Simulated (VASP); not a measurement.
# Mg3Si2N (P-4m2) in VASP: a series of runs, part 2 of 2

VASP 6.6.1.

## 3. Relaxation of cell and atoms, PBE

This run uses another cell than the first one, of 16.47 Å³/atom.

Contents of INCAR:

```
SYSTEM = Mg3Si2N
ALGO = Normal
EDIFF = 1E-6
EDIFFG = -0.01
ENCUT = 600
GGA = PE
IBRION = 2
ISIF = 3
ISMEAR = 0
LASPH = .True.
LCHARG = .False.
LREAL = .False.
LWAVE = .False.
NELM = 80
NSW = 100
PREC = Accurate
SIGMA = 0.1
```

Contents of KPOINTS:

```
k-points
0
Gamma
  12 12 4
  0 0 0
```

Contents of POSCAR:

```
Mg3Si2N
1.0
    3.0353965157      0.0000000000      0.0000000000
    0.0000000000      3.0353965157      0.0000000000
    0.0000000000      0.0000000000     10.7282214775
Mg Si N
3 2 1
Direct
    0.5000000000      0.5000000000      0.0000000000
    0.0000000000      0.5000000000      0.3887592572
    0.5000000000      0.0000000000      0.6112407428
    0.0000000000      0.5000000000      0.7868459643
    0.5000000000      0.0000000000      0.2131540357
    0.0000000000      0.0000000000      0.0000000000
```

Potentials or basis: VASP PAW PBE potentials, release 64 (Mg, Si, N).

Run with:

```console
cat potpaw_PBE.64/Mg/POTCAR potpaw_PBE.64/Si/POTCAR potpaw_PBE.64/N/POTCAR > POTCAR
mpirun -np 1 vasp_std > vasp.out
```

OUTCAR:

```text
SYSTEM = Mg3Si2N
   EDIFF = 1E-6
   EDIFFG = -0.01
   ENCUT = 600
   GGA = PE
   IBRION = 2
   ISIF = 3
   ISMEAR = 0
   LASPH = .True.
   LREAL = .False.
   NELM = 80
   NSW = 100
   PREC = Accurate

 ion  position               nearest neighbor table
   1  0.500  0.500  0.000-   6 2.15   6 2.15   6 2.15   6 2.15   5 2.74   4 2.74   4 2.74   5 2.74

   2  0.000  0.500  0.389-   5 2.86   5 2.86   5 2.86   5 2.86   3 3.21   3 3.21   3 3.21   3 3.21

   3  0.500  0.000  0.611-   4 2.86   4 2.86   4 2.86   4 2.86   2 3.21   2 3.21   2 3.21   2 3.21

   4  0.000  0.500  0.787-   1 2.74   1 2.74   3 2.86   3 2.86   3 2.86   3 2.86
   5  0.500  0.000  0.213-   1 2.74   1 2.74   2 2.86   2 2.86   2 2.86   2 2.86
   6  0.000  0.000  0.000-   1 2.15   1 2.15   1 2.15   1 2.15

  LATTYP: Found a simple tetragonal cell.
 ALAT       =     3.0353965157
 C/A-ratio  =     3.5343723372

  Lattice vectors:

 A1 = (   3.0353965157,   0.0000000000,   0.0000000000)
 A2 = (   0.0000000000,   3.0353965157,   0.0000000000)
 A3 = (   0.0000000000,   0.0000000000,  10.7282214775)

Analysis of symmetry for initial positions (statically):
=====================================================================
 Subroutine PRICEL returns:
 Original cell was already a primitive cell.

 Routine SETGRP: Setting up the symmetry group for a
 simple tetragonal supercell.

 Subroutine GETGRP returns: Found  8 space group operations
 (whereof  8 operations were pure point group operations)
 out of a pool of 16 trial point group operations.

The static configuration has the point symmetry D_2d.

Analysis of symmetry for dynamics (positions and initial velocities):
=====================================================================
 Subroutine PRICEL returns:
 Original cell was already a primitive cell.

 Routine SETGRP: Setting up the symmetry group for a
 simple tetragonal supercell.

 Subroutine GETGRP returns: Found  8 space group operations
 (whereof  8 operations were pure point group operations)
 out of a pool of 16 trial point group operations.

The dynamic configuration has the point symmetry D_2d.

[... 151 lines left out ...]
  ext. energy  EPLUGINS =         0.00000000
  ---------------------------------------------------
  free energy    TOTEN  =       -22.16348341 eV

  energy without entropy =      -22.15246443  energy(sigma->0) =      -22.15797392

------------------------ aborting loop because EDIFF is reached ----------------------------------------

  FORCE on cell =-STRESS in cart. coord.  units (eV):
  Direction    XX          YY          ZZ          XY          YZ          ZX
  --------------------------------------------------------------------------------------
  -------------------------------------------------------------------------------------
  Total       -0.8501271     -0.8501271     -0.2920728      0.0000000     -0.0000000      0.0000000
  in kB      -13.7795764    -13.7795764     -4.7341618      0.0000000     -0.0000000      0.0000000
  external PRESSURE =     -10.7644382 kB  Pullay stress =       0.0000000 kB
[... 147 lines left out ...]
--------------------------------------- Ionic step        5  -------------------------------------------

 number of electron      19.0000002 magnetization

 Free energy of the ion-electron system (eV)
  ---------------------------------------------------
  ext. energy  EPLUGINS =         0.00000000
  ---------------------------------------------------
  free energy    TOTEN  =       -22.17022003 eV

  energy without entropy =      -22.15866414  energy(sigma->0) =      -22.16444208

 E-fermi :   4.9082     XC(G=0):  -9.8041

 val. band max:        4.9029734332   @ k =   0.1667   0.0000   0.0000
 cond. band min:       4.9223702484   @ k =   0.1667   0.1667   0.0000
 fundamental gap:      0.0193968152
 Fermi energy:         4.9082339818

 k-point     1 :       0.0000    0.0000    0.0000
  band No.  band energies     occupation
      1      -9.0950      2.00000
      2      -5.1927      2.00000
      3      -4.7544      2.00000
      4      -0.6520      2.00000
      5      -0.0502      2.00000
      6       3.8314      2.00000
      7       4.3265      2.00000
      8       4.3265      2.00000
      9       4.9373      0.68134
     10       9.0418      0.00000
     11       9.0878      0.00000
     12       9.0878      0.00000
     13       9.3616      0.00000
[... 354 lines left out ...]
  band No.  band energies     occupation
      1      -7.5198      2.00000
      2      -1.3698      2.00000
      3      -1.2055      2.00000
      4       1.0530      2.00000
      5       1.7076      2.00000
      6       1.9906      2.00000
      7       2.4984      2.00000
      8       3.5490      2.00000
      9       3.9555      2.00000
     10       4.3244      2.00000
     11       4.8980      1.11500
     12       5.8454      0.00000
     13       6.6321      0.00000

 [... further k-points ...]

------------------------ aborting loop because EDIFF is reached ----------------------------------------

  FORCE on cell =-STRESS in cart. coord.  units (eV):
  Direction    XX          YY          ZZ          XY          YZ          ZX
  --------------------------------------------------------------------------------------
  -------------------------------------------------------------------------------------
  Total        0.0032324      0.0032324      0.0056424      0.0000000     -0.0000000      0.0000000
  in kB        0.0531491      0.0531491      0.0927759      0.0000000     -0.0000000      0.0000000
  external PRESSURE =       0.0663580 kB  Pullay stress =       0.0000000 kB
[... 21 lines left out ...]
  FREE ENERGIE OF THE ION-ELECTRON SYSTEM (eV)
  ---------------------------------------------------
  free  energy   TOTEN  =       -22.1702200292 eV

  energy  without entropy=      -22.1586641367  energy(sigma->0) =      -22.16444208

 reached required accuracy - stopping structural energy minimisation
```

CONTCAR:

```text
Mg3Si2N
   1.00000000000000
     3.0119473021043985    0.0000000000000000    0.0000000000000000
     0.0000000000000000    3.0119473021043985    0.0000000000000000
     0.0000000000000000   -0.0000000000000000   10.7409478077808789
  Mg              Si              N
     3     2     1
Direct
     0.5000000000000000    0.5000000000000000    0.0000000000000000
     0.0000000000000000    0.5000000000000000    0.3883497042919896
     0.5000000000000000    0.0000000000000000    0.6116502957080102
     0.0000000000000000    0.5000000000000000    0.7864165473957828
     0.5000000000000000    0.0000000000000000    0.2135834526042171
     0.0000000000000000    0.0000000000000000    1.0000000000000000

  0.00000000E+00  0.00000000E+00  0.00000000E+00
  0.00000000E+00  0.00000000E+00  0.00000000E+00
  0.00000000E+00  0.00000000E+00  0.00000000E+00
  0.00000000E+00  0.00000000E+00  0.00000000E+00
  0.00000000E+00  0.00000000E+00  0.00000000E+00
  0.00000000E+00  0.00000000E+00  0.00000000E+00
```

Run time: 4.6 min. Hardware: 1 thread of Intel Xeon Platinum 8375C at 2.90GHz (Ice Lake), shared host; peak memory 0.33 GiB.

What came out:

```yaml
Free_energy: -22.1702 eV
Relaxed_volume: 16.24 Å³/atom
Relaxed_cell: a = 3.012 Å, b = 3.012 Å, c = 10.741 Å, α = 90.00°, β = 90.00°, γ = 90.00°
Space_group_after_relaxing_to_0.1_Å: P-4m2 (No. 115)
Energy_gained_by_relaxing: 1.1 meV/atom
Ionic_steps: 5
Pressure_after_relaxing: 0.0 GPa
Largest_force_after_relaxing: 0.007 eV/Å
Band_gap_on_the_k_mesh: zero (an odd number of electrons rules out a gap without spin polarisation)
```

Forces on the atoms (eV/Å):
```
Mg   0.000  0.000  0.000
Mg   0.000  0.000 -0.007
Mg   0.000  0.000  0.007
Si   0.000  0.000  0.006
Si   0.000  0.000 -0.006
N    0.000  0.000  0.000
```

The path:
| step | energy change (eV) | largest force (eV/Å) | pressure (GPa) | volume (Å³) |
| --- | --- | --- | --- | --- |
| 1 | 0.0000 | 0.0555 | -1.08 | 98.85 |
| 2 | -0.0063 | 0.0183 | 0.10 | 97.27 |
| 3 | -0.0063 | 0.0185 | 0.09 | 97.27 |
| 4 | -0.0066 | 0.0110 | 0.05 | 97.35 |
| 5 | -0.0067 | 0.0069 | 0.01 | 97.44 |

Final structure:
```
Mg Si N
1.0
     3.01195    0.00000    0.00000
     0.00000    3.01195    0.00000
     0.00000    0.00000   10.74095
Mg Si N
3 2 1
Direct
  0.50000 0.50000 0.00000
  0.00000 0.50000 0.38835
  0.50000 0.00000 0.61165
  0.00000 0.50000 0.78642
  0.50000 0.00000 0.21358
  0.00000 0.00000 0.00000
```

Caveat: an odd number of electrons without spin polarisation forces a metal; a magnetic or distorted state may lie lower.

The gap in the log of VASP goes by the Fermi energy; the results here count the filled bands.